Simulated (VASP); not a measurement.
# Ta2N (P-3m1) in VASP: notebook

The runs below take Ta2N through single point, with PBE.

Program: VASP 6.6.1. These are calculated values, not measurements. Logs are shortened: lines on timing, memory, paths and dates and some standing lists are left out, and cuts for length are marked.

## 1. The cell of the first run

The structure is trigonal, space group P-3m1 (No. 164). The conventional cell has a = 3.179 Å, b = 3.179 Å, c = 5.004 Å, α = 90.00°, β = 90.00°, γ = 120.00°. Within 3.2 Å of Ta (site symmetry 3m) lie 3 N at 2.24 Å and 12 Ta at 3.06 to 3.18 Å. N (site symmetry -3m) has 6 Ta at 2.24 Å within 3.0 Å.

## 2. Single point, PBE (strain +0.025 along x and y, +0.025 along z)

The input, INCAR:

```
ALGO = Normal
EDIFF = 1E-7
ENCUT = 520
GGA = PE
ISIF = 2
ISMEAR = 0
LASPH = T
LCHARG = F
LREAL = F
LWAVE = F
NBANDS = 20
NELM = 100
PREC = Accurate
SIGMA = 0.15
```

The input, KPOINTS:

```
k-points
0
Gamma
  18 18 10
```

The input, POSCAR:

```
Ta2N
1.0
    3.1786685610      0.0000000000      0.0000000000
   -1.5893342805      2.7528077240      0.0000000000
    0.0000000000      0.0000000000      5.0039372898
Ta N
2 1
Direct
    0.6666666667      0.3333333333      0.7449050326
    0.3333333333      0.6666666667      0.2550949674
    0.0000000000      0.0000000000      0.0000000000
```

Potentials or basis: VASP PAW PBE potentials, release 64 (Ta_pv, N).

Launch:

```sh
> cat potpaw_PBE.64/Ta_pv/POTCAR potpaw_PBE.64/N/POTCAR > POTCAR
> mpirun -np 1 vasp_std > vasp.out
```

OUTCAR:

```text
EDIFF = 1E-7
   ENCUT = 520
   GGA = PE
   ISIF = 2
   ISMEAR = 0
   LASPH = T
   LREAL = F
   NELM = 100
   PREC = Accurate

 ion  position               nearest neighbor table
   1  0.667  0.333  0.745-   3 2.24   3 2.24   3 2.24   2 3.06   2 3.06   2 3.06   2 3.14   2 3.14
                             2 3.14
   2  0.333  0.667  0.255-   3 2.24   3 2.24   3 2.24   1 3.06   1 3.06   1 3.06   1 3.14   1 3.14
                             1 3.14
   3  0.000  0.000  0.000-   1 2.24   2 2.24   2 2.24   1 2.24   1 2.24   2 2.24

  LATTYP: Found a hexagonal cell.
 ALAT       =     3.1786685610
 C/A-ratio  =     1.5742242998

  Lattice vectors:

 A1 = (   3.1786685610,   0.0000000000,   0.0000000000)
 A2 = (  -1.5893342805,   2.7528077240,   0.0000000000)
 A3 = (   0.0000000000,   0.0000000000,   5.0039372898)

Analysis of symmetry for initial positions (statically):
=====================================================================
 Subroutine PRICEL returns:
 Original cell was already a primitive cell.

 Routine SETGRP: Setting up the symmetry group for a
 hexagonal supercell.

 Subroutine GETGRP returns: Found 12 space group operations
 (whereof 12 operations were pure point group operations)
 out of a pool of 24 trial point group operations.

The static configuration has the point symmetry D_3d.

Analysis of symmetry for dynamics (positions and initial velocities):
=====================================================================
 Subroutine PRICEL returns:
 Original cell was already a primitive cell.

 Routine SETGRP: Setting up the symmetry group for a
 hexagonal supercell.

 Subroutine GETGRP returns: Found 12 space group operations
 (whereof 12 operations were pure point group operations)
 out of a pool of 24 trial point group operations.

The dynamic configuration has the point symmetry D_3d.

 Subroutine INISYM returns: Found 12 space group operations
 (whereof 12 operations are pure point group operations),
 and found     1 'primitive' translations

----------------------------------------------------------------------------------------

                                     Primitive cell

  volume of cell :      43.7858

  direct lattice vectors                    reciprocal lattice vectors
     3.178668561  0.000000000  0.000000000     0.314597128  0.181632737  0.000000000
    -1.589334280  2.752807724  0.000000000     0.000000000  0.363265473  0.000000000
     0.000000000  0.000000000  5.003937290     0.000000000  0.000000000  0.199842632

  length of vectors
     3.178668561  3.178668561  5.003937290     0.363265473  0.363265473  0.199842632

  position of ions in fractional coordinates (direct lattice)
     0.666666667  0.333333333  0.744905033
     0.333333333  0.666666667  0.255094967
     0.000000000  0.000000000  0.000000000

  ion indices of the primitive-cell ions
   primitive index   ion index
                 1           1
                 2           2
                 3           3

----------------------------------------------------------------------------------------

 KPOINTS: k-points

Automatic generation of k-mesh.
 Grid dimensions read from file:
 generate k-points for:   18   18   10

 Generating k-lattice:

  Cartesian coordinates                     Fractional coordinates (reciprocal lattice)
     0.017477618  0.010090708  0.000000000     0.055555556  0.000000000  0.000000000
     0.000000000  0.020181415  0.000000000     0.000000000  0.055555556  0.000000000
     0.000000000  0.000000000  0.019984263     0.000000000  0.000000000  0.100000000

  Length of vectors
     0.020181415  0.020181415  0.019984263

  Shift w.r.t. Gamma in fractional coordinates (k-lattice)
     0.000000000  0.000000000  0.000000000

 Subroutine IBZKPT returns following result:
 ===========================================

 Found    330 irreducible k-points:

 Following reciprocal coordinates:
            Coordinates               Weight
  0.000000  0.000000  0.000000      1.000000
  0.055556  0.000000  0.000000      6.000000
  0.111111  0.000000  0.000000      6.000000
  0.166667  0.000000  0.000000      6.000000
  0.222222  0.000000  0.000000      6.000000
  0.277778  0.000000  0.000000      6.000000
[... 16 lines left out ...]
  0.333333  0.111111  0.000000     12.000000
  0.388889  0.111111  0.000000     12.000000
 [... further k-points ...]
   k-points           NKPTS =    330   k-points in BZ     NKDIM =    330   number of bands    NBANDS=     20
   number of dos      NEDOS =    301   number of ions     NIONS =      3
   total plane-waves  NPLWV =  23040
   dimension x,y,z NGX =    24 NGY =   24 NGZ =   40
   dimension x,y,z NGXF=    48 NGYF=   48 NGZF=   80
   ions per type =               2   1
   NGX,Y,Z   is equivalent  to a cutoff of  12.55, 12.55, 13.29 a.u.
   NGXF,Y,Z  is equivalent  to a cutoff of  25.10, 25.10, 26.58 a.u.
 SYSTEM =  unknown system
   PREC   = accura    normal or accurate (medium, high low for compatibility)
   ISTART =      0    job   : 0-new  1-cont  2-samecut
   ICHARG =      2    charge: 1-file 2-atom 10-const
   ISPIN  =      1    spin polarized calculation?
   LNONCOLLINEAR =      F non collinear calculations
   LSORBIT =      F    spin-orbit coupling
   LASPH  =      T    aspherical Exc in radial PAW
   ENCUT  =  520.0 eV  38.22 Ry    6.18 a.u.   5.91  5.91  9.30*2*pi/ulx,y,z
   NELM   =    100;   NELMIN=  2; NELMDL= -5     # of ELM steps
   EDIFF  = 0.1E-06   stopping-criterion for ELM
   LREAL  =      F    real-space projection
   EDIFFG = 0.1E-05   stopping-criterion for IOM
   NSW    =      0    number of steps for IOM
   IBRION =     -1    ionic relax: 0-MD 1-quasi-New 2-CG
   NFREE  =      0    steps in history (QN), initial steepest desc. (CG)
   ISIF   =      2    stress and relaxation
   ISYM   =      2    0-nonsym 1-usesym 2-fastsym
   POTIM  = 0.5000    time-step for ionic-motion
   TEBEG  =    0.0;   TEEND  =   0.0 temperature during run
   PSTRESS=    0.0 pullay stress
   NELECT =      27.0000    total number of electrons
   NUPDOWN=      -1.0000    fix difference up-down
   EMIN   =  10.00;   EMAX   =-10.00  energy-range for DOS
   EFERMI =   0.00;   METHOD = LEGACY
   ISMEAR =     0;   SIGMA  =   0.15  broadening in eV -4-tet -1-fermi 0-gaus
   EFERMI_NEDOS =   21; number of points for ismear=-14 and -15
   IALGO  =     38    algorithm
   IMIX   =      4    mixing-type and parameters
     AMIX     =   0.40;   BMIX     =  1.00
     AMIX_MAG =   1.60;   BMIX_MAG =  1.00
  volume/ion in A,a.u.               =      14.60        98.49
  Fermi-wavevector in a.u.,A,eV,Ry     =   1.393430  2.633200 26.417706  1.941647
  Thomas-Fermi vector in A             =   2.517077
   LORBIT       =      0    0 simple, 1 ext, 2 COOP (PROOUT), +10 PAW based schemes
   GGA     = PE    functional components
   LHFCALC =     F    Hartree Fock is set to
   AEXX    =    0.0000 exact exchange contribution
   IVDW    =     0    specifies the selected vdW correction
   LEPSILON=     F    determine dielectric tensor
   LRPA    =     F    only Hartree local field effects (RPA)
 non-spin polarized calculation
 Gauss-broadening in eV      SIGMA  =   0.15
  energy-cutoff  :      520.00
  volume of cell :       43.79
 maximum number of plane-waves:      1194
   NGX = 11   NGY = 11   NGZ = 19

 number of electron      27.0000004 magnetization

 Free energy of the ion-electron system (eV)
  ---------------------------------------------------
  ext. energy  EPLUGINS =         0.00000000
  ---------------------------------------------------
  free energy    TOTEN  =       -34.21418771 eV

  energy without entropy =      -34.19886072  energy(sigma->0) =      -34.20652422

 E-fermi :   6.8270     XC(G=0): -12.4867

 val. band max:        6.8261442810   @ k =   0.1111   0.0000   0.0000
 cond. band min:       6.8309771671   @ k =   0.1111   0.0000   0.1000
 fundamental gap:      0.0048328861
 Fermi energy:         6.8269822278

 k-point     1 :       0.0000    0.0000    0.0000
  band No.  band energies     occupation
      1     -28.8669      2.00000
      2     -28.3282      2.00000
      3     -28.3282      2.00000
      4     -28.2308      2.00000
      5     -28.2308      2.00000
      6     -28.1345      2.00000
[... 12 lines left out ...]
     19       7.8730      0.00000
     20      11.3031      0.00000

 k-point     2 :       0.0556    0.0000    0.0000
  band No.  band energies     occupation
      1     -28.8598      2.00000
      2     -28.3424      2.00000
      3     -28.3333      2.00000
      4     -28.2452      2.00000
      5     -28.2320      2.00000
      6     -28.1372      2.00000
[... 12 lines left out ...]
     19       8.1033      0.00000
     20      11.2861      0.00000

 k-point     3 :       0.1111    0.0000    0.0000
  band No.  band energies     occupation
      1     -28.8389      2.00000
      2     -28.3833      2.00000
      3     -28.3477      2.00000
      4     -28.2862      2.00000
      5     -28.2361      2.00000
      6     -28.1453      2.00000
[... 12 lines left out ...]
     19       8.6886      0.00000
     20      11.1696      0.00000

 k-point     4 :       0.1667    0.0000    0.0000
  band No.  band energies     occupation
      1     -28.8055      2.00000
      2     -28.4462      2.00000
      3     -28.3688      2.00000
      4     -28.3472      2.00000
      5     -28.2432      2.00000
      6     -28.1593      2.00000
[... 429 lines left out ...]
 k-point    23 :       0.3333    0.1111    0.0000
  band No.  band energies     occupation
      1     -28.7423      2.00000
      2     -28.6163      2.00000
      3     -28.5847      2.00000
      4     -28.4770      2.00000
      5     -28.3186      2.00000
      6     -28.2789      2.00000
[... 12 lines left out ...]
     19      10.9176      0.00000
     20      11.3088      0.00000

 k-point    24 :       0.3889    0.1111    0.0000
  band No.  band energies     occupation
      1     -28.7803      2.00000
      2     -28.6383      2.00000
      3     -28.5437      2.00000
      4     -28.4972      2.00000
      5     -28.3261      2.00000
      6     -28.3090      2.00000
[... 12 lines left out ...]
     19      10.9844      0.00000
     20      11.1317      0.00000

 [... further k-points ...]

------------------------ aborting loop because EDIFF is reached ----------------------------------------

  FORCE on cell =-STRESS in cart. coord.  units (eV):
  Direction    XX          YY          ZZ          XY          YZ          ZX
  --------------------------------------------------------------------------------------
  -------------------------------------------------------------------------------------
  Total       -4.7465448     -4.7465448     -4.8381322      0.0000000     -0.0000000      0.0000000
  in kB     -173.6821494   -173.6821494   -177.0334499      0.0000000     -0.0000000      0.0000000
  external PRESSURE =    -174.7992496 kB  Pullay stress =       0.0000000 kB

 VOLUME and BASIS-vectors are now :
 -----------------------------------------------------------------------------
  energy-cutoff  :      520.00
  volume of cell :       43.79
      direct lattice vectors                 reciprocal lattice vectors
     3.178668561  0.000000000  0.000000000     0.314597128  0.181632737  0.000000000
    -1.589334280  2.752807724  0.000000000     0.000000000  0.363265473  0.000000000
     0.000000000  0.000000000  5.003937290     0.000000000  0.000000000  0.199842632

 POSITION                                       TOTAL-FORCE (eV/Angst)
 -----------------------------------------------------------------------------------
      1.58933      0.91760      3.72746        -0.000000     -0.000000      0.331875
     -0.00000      1.83521      1.27648         0.000000      0.000000     -0.331875
      0.00000      0.00000      0.00000         0.000000      0.000000      0.000000
 -----------------------------------------------------------------------------------
    total drift:                                0.000000     -0.000000      0.000000

  FREE ENERGIE OF THE ION-ELECTRON SYSTEM (eV)
  ---------------------------------------------------
  free  energy   TOTEN  =       -34.2141877149 eV

  energy  without entropy=      -34.1988607165  energy(sigma->0) =      -34.20652422
```

Wall time 1.9 min (1 thread of AMD EPYC 9R45 (Zen 5), shared host); peak memory 0.34 GiB.

What came out:

* Free energy: -34.2142 eV
* Pressure: -17.5 GPa
* Largest force: 0.332 eV/Å
* Band gap on the k mesh: zero (an odd number of electrons rules out a gap without spin polarisation)

Forces in eV/Å, atoms in the order of the input:
```
Ta   0.000  0.000  0.332
Ta   0.000  0.000 -0.332
N    0.000  0.000  0.000
```

Stress tensor (GPa, compression positive):
```
-17.37   0.00   0.00
  0.00 -17.37   0.00
  0.00   0.00 -17.70
```

Levels at points of the mesh, in eV from the Fermi level:
```tsv
k point	band 10	band 11	band 12	band 13	band 14	band 15	band 16	band 17
(0.00, 0.00, 0.00)	-5.62	-4.98	-0.63	-0.21	-0.21	0.25	0.30	0.30
(0.50, 0.00, 0.00)	-5.95	-4.16	-2.50	-1.39	1.52	1.74	3.38	3.59
(0.00, 0.00, 0.50)	-5.77	-2.75	-2.61	-0.98	-0.98	1.56	1.60	2.08
(0.50, 0.00, 0.50)	-5.73	-3.07	-2.11	-2.07	-0.29	0.66	3.00	3.24
```

Caveat: the cell differs from its parent crystal (strain +0.025 along x and y, +0.025 along z); the cell stands under tension; spin-orbit coupling is left out, which moves the levels of the heavy elements.

## 3. Single point, PBE (strain +0.050 along x and y, +0.000 along z)

The input, INCAR:

```
SYSTEM = Ta2N
PREC = Accurate
ENCUT = 520
EDIFF = 1E-6
ISMEAR = 0
SIGMA = 0.15
LREAL = .FALSE.
LASPH = .TRUE.
NELM = 100
ALGO = Normal
ISIF = 2
LWAVE = .FALSE.
LCHARG = .TRUE.
GGA = PE
LELF = .TRUE.
LVHAR = .TRUE.
NBANDS = 20
```

The input, KPOINTS:

```
regular mesh
0
G
  18 18 10
  0 0 0
```

The input, POSCAR:

```
Ta2N
1.0
    3.2561970625      0.0000000000      0.0000000000
   -1.6280985312      2.8199493758      0.0000000000
    0.0000000000      0.0000000000      4.8818900388
Ta N
2 1
Direct
    0.6666666667      0.3333333333      0.7449050326
    0.3333333333      0.6666666667      0.2550949674
    0.0000000000      0.0000000000      0.0000000000
```

Potentials or basis: VASP PAW PBE potentials, release 64 (Ta_pv, N).

Launch:

```sh
> cat potpaw_PBE.64/Ta_pv/POTCAR potpaw_PBE.64/N/POTCAR > POTCAR
> mpirun -np 1 vasp_std > vasp.out
```

OUTCAR:

```text
SYSTEM = Ta2N
   PREC = Accurate
   ENCUT = 520
   EDIFF = 1E-6
   ISMEAR = 0
   LREAL = .FALSE.
   LASPH = .TRUE.
   NELM = 100
   ISIF = 2
   GGA = PE

 ion  position               nearest neighbor table
   1  0.667  0.333  0.745-   3 2.26   3 2.26   3 2.26   2 3.04   2 3.04   2 3.04   2 3.12   2 3.12
                             2 3.12
   2  0.333  0.667  0.255-   3 2.26   3 2.26   3 2.26   1 3.04   1 3.04   1 3.04   1 3.12   1 3.12
                             1 3.12
   3  0.000  0.000  0.000-   1 2.26   2 2.26   2 2.26   1 2.26   1 2.26   2 2.26

  LATTYP: Found a hexagonal cell.
 ALAT       =     3.2561970625
[... 749 lines left out ...]
  --------------------------------------------------------------------------------------
  -------------------------------------------------------------------------------------
  Total       -6.7686145     -6.7686145     -4.5797619     -0.0000000      0.0000000     -0.0000000
  in kB     -241.9192205   -241.9192205   -163.6867375     -0.0000000      0.0000000     -0.0000000
  external PRESSURE =    -215.8417262 kB  Pullay stress =       0.0000000 kB

 VOLUME and BASIS-vectors are now :
 -----------------------------------------------------------------------------
  energy-cutoff  :      520.00
  volume of cell :       44.83
      direct lattice vectors                 reciprocal lattice vectors
     3.256197063  0.000000000  0.000000000     0.307106720  0.177308148  0.000000000
    -1.628098531  2.819949376  0.000000000     0.000000000  0.354616295  0.000000000
     0.000000000  0.000000000  4.881890039     0.000000000  0.000000000  0.204838698

 POSITION                                       TOTAL-FORCE (eV/Angst)
 -----------------------------------------------------------------------------------
      1.62810      0.93998      3.63654         0.000000     -0.000000      0.707651
     -0.00000      1.87997      1.24535        -0.000000      0.000000     -0.707651
      0.00000      0.00000      0.00000        -0.000000      0.000000      0.000000
 -----------------------------------------------------------------------------------
    total drift:                                0.000000     -0.000000      0.000000

  FREE ENERGIE OF THE ION-ELECTRON SYSTEM (eV)
  ---------------------------------------------------
  free  energy   TOTEN  =       -34.0538790324 eV

  energy  without entropy=      -34.0393081145  energy(sigma->0) =      -34.04659357
```

OSZICAR:

```text
N       E                     dE             d eps       ncg     rms          rms(c)
DAV:   1     0.209776278949E+03    0.20978E+03   -0.14902E+04 13224   0.136E+03
DAV:   2    -0.278417711329E+02   -0.23762E+03   -0.23148E+03 15048   0.389E+02
DAV:   3    -0.373115484225E+02   -0.94698E+01   -0.92529E+01 16724   0.690E+01
DAV:   4    -0.374611729037E+02   -0.14962E+00   -0.14840E+00 16700   0.811E+00
DAV:   5    -0.374629244336E+02   -0.17515E-02   -0.17491E-02 16508   0.711E-01    0.220E+01
DAV:   6    -0.345178364853E+02    0.29451E+01   -0.18460E+01 17548   0.252E+01    0.102E+01
DAV:   7    -0.341228953053E+02    0.39494E+00   -0.19225E+00 15216   0.829E+00    0.573E+00
DAV:   8    -0.340592709453E+02    0.63624E-01   -0.38715E-01 15320   0.450E+00    0.485E-01
DAV:   9    -0.340543116376E+02    0.49593E-02   -0.33755E-02 16772   0.106E+00    0.269E-01
DAV:  10    -0.340540360072E+02    0.27563E-03   -0.56503E-03 17076   0.567E-01    0.824E-02
DAV:  11    -0.340538927966E+02    0.14321E-03   -0.12442E-03 15644   0.203E-01    0.347E-02
DAV:  12    -0.340538793807E+02    0.13416E-04   -0.99508E-05 15264   0.676E-02    0.883E-03
DAV:  13    -0.340538795997E+02   -0.21891E-06   -0.16131E-05 16552   0.225E-02    0.400E-03
DAV:  14    -0.340538790324E+02    0.56728E-06   -0.13161E-06  8932   0.862E-03
   1 F= -.34053879E+02 E0= -.34046594E+02  d E =-.145709E-01
```

Run time: 1.8 min. Hardware: 1 thread of AMD EPYC 9R45 (Zen 5), shared host; peak memory 0.34 GiB.

Results:

```yaml
Free_energy: -34.0539 eV
Pressure: -21.6 GPa
Largest_force: 0.708 eV/Å
Band_gap_on_the_k_mesh: zero (an odd number of electrons rules out a gap without spin polarisation)
```

Forces on the atoms (eV/Å):
```
Ta   0.000  0.000  0.708
Ta   0.000  0.000 -0.708
N    0.000  0.000  0.000
```

Caveat: the cell differs from its parent crystal (strain +0.050 along x and y, +0.000 along z); the cell stands under tension; spin-orbit coupling is left out, which moves the levels of the heavy elements.

(Continued in part 2 of 2.)
